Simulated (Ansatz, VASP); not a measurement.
ZrN in VASP and in Ansatz

INCAR

```
SYSTEM = ZrN
PREC = Accurate ; ENCUT = 600
EDIFF = 1E-6 ; ISMEAR = -1
SIGMA = 0.01 ; LREAL = .FALSE.
LASPH = .TRUE. ; NELM = 120
ALGO = Normal ; ISIF = 2
LWAVE = .FALSE. ; LCHARG = .FALSE.
GGA = PE ; NBANDS = 16
GGA_COMPAT = .FALSE.
```

File KPOINTS:

```
Automatic mesh
0
G
  9 9 9
  0 0 0
```

File POSCAR:

```
ZrN
1.0
    0.0000000000      2.2842300000      2.2842300000
    2.2842300000      0.0000000000      2.2842300000
    2.2842300000      2.2842300000      0.0000000000
Zr N
1 1
Direct
    0.0000000000      0.0000000000      0.0000000000
    0.5000000000      0.5000000000      0.5000000000
```

Input for Ansatz:

```yaml
crystal:
  lattice:
    - [0.0, 2.28423, 2.28423]
    - [2.28423, 0.0, 2.28423]
    - [2.28423, 2.28423, 0.0]
  atoms:
    - { symbol: Zr, position: [0.0, 0.0, 0.0] }
    - { symbol: "N", position: [0.5, 0.5, 0.5] }
kpoints:
  mp_grid: { grid: [9, 9, 9] }
  band_path:
    path:
      - [0.0, 0.0, 0.0]
      - [0.5, 0.0, 0.5]
      - [0.625, 0.25, 0.625]
      - [0.375, 0.375, 0.75]
      - [0.0, 0.0, 0.0]
      - [0.5, 0.5, 0.5]
      - [0.5, 0.25, 0.75]
      - [0.5, 0.0, 0.5]
    npoints: 8
scf:
  occupations: { method: fermi_dirac, width: 0.01 }
hamiltonian:
  xc: pbe
  pseudopotentials: { kind: all_electron, lapw: { basis_error: 0.00025 } }
output:
  forces: true
  stress: true
  eigenvalues: true
  fatbands: true
  populations: true
  dos: { projected: true, de: 0.2, e_range: [-14, 8] }
```

Alike in both runs: task single point; functional PBE; k mesh 9 × 9 × 9; occupations fermi-dirac, width 0.01 eV; no spin polarisation.

|  | VASP | Ansatz |
| --- | --- | --- |
| version | VASP 6.6.1 | Ansatz 0.2.0 |
| potentials or method | VASP PAW PBE potentials, release 64 (Zr_sv, N), cutoff 600 eV | all-electron LAPW, scalar-relativistic |

Ansatz gave:

- pressure (GPa): 4.5

**Question.** Estimate VASP's values.

**Answer.** Pressure (GPa): 4.6.

Ansatz ran all-electron here, and VASP with PAW potentials.
